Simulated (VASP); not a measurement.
Crystal: TaF4.

```xyz
5
Lattice="-2.6061 2.6061 2.6061 2.6061 -2.6061 2.6061 2.6061 2.6061 -2.6061" Properties=species:S:1:pos:R:3 pbc="T T T"
Ta    0.0000    0.0000    0.0000
F     1.3031    1.3031    1.3031
F     1.3031    1.3031   -1.3031
F     1.3031   -1.3031    1.3031
F    -1.3031    1.3031    1.3031
```

The cell was built from a structure type or drawn by symmetry, and may not be a known phase.

| Item | Value |
| --- | --- |
| Program | VASP 6.6.1 |
| Task | relaxation of cell and atoms |
| Functional | PBE |
| Potentials or basis | VASP PAW PBE potentials, release 64 (Ta_pv, F) |
| Cutoff | 600 eV |
| k mesh | 3 × 3 × 3 |
| Occupations | gaussian, width 0.15 eV |
| Spin | no spin polarisation |

At the start: pressure -23.4 GPa; volume 14.16 Å³/atom.

Q: Where does the relaxation end?

A: Over 3 steps the energy falls by 249.9 meV/atom and the volume is 11.40 Å³/atom (-19.5 %); space group Im-3m (No. 229, to 0.1 Å) before and after.

The path:
```csv
step,energy change (eV),largest force (eV/Å),pressure (GPa),volume (Å³)
1,0.0000,0.0000,-23.37,70.80
2,-0.9277,0.0000,21.61,51.67
3,-1.2496,0.0000,-0.26,56.98
```

Final structure:
```xyz
5
Lattice="-2.4242 2.4242 2.4242 2.4242 -2.4242 2.4242 2.4242 2.4242 -2.4242" Properties=species:S:1:pos:R:3 pbc="T T T"
Ta    0.0000    0.0000    0.0000
F     1.2121    1.2121    1.2121
F     1.2121    1.2121   -1.2121
F     1.2121   -1.2121    1.2121
F    -1.2121    1.2121    1.2121
```

Caveat: the k points lie up to 0.61 Å⁻¹ apart in the final cell, too coarse for converged energies and pressures of a metal; the volume moved by over 15 % at a fixed basis, so the end points are rough; an odd number of electrons without spin polarisation forces a metal; a magnetic or distorted state may lie lower.
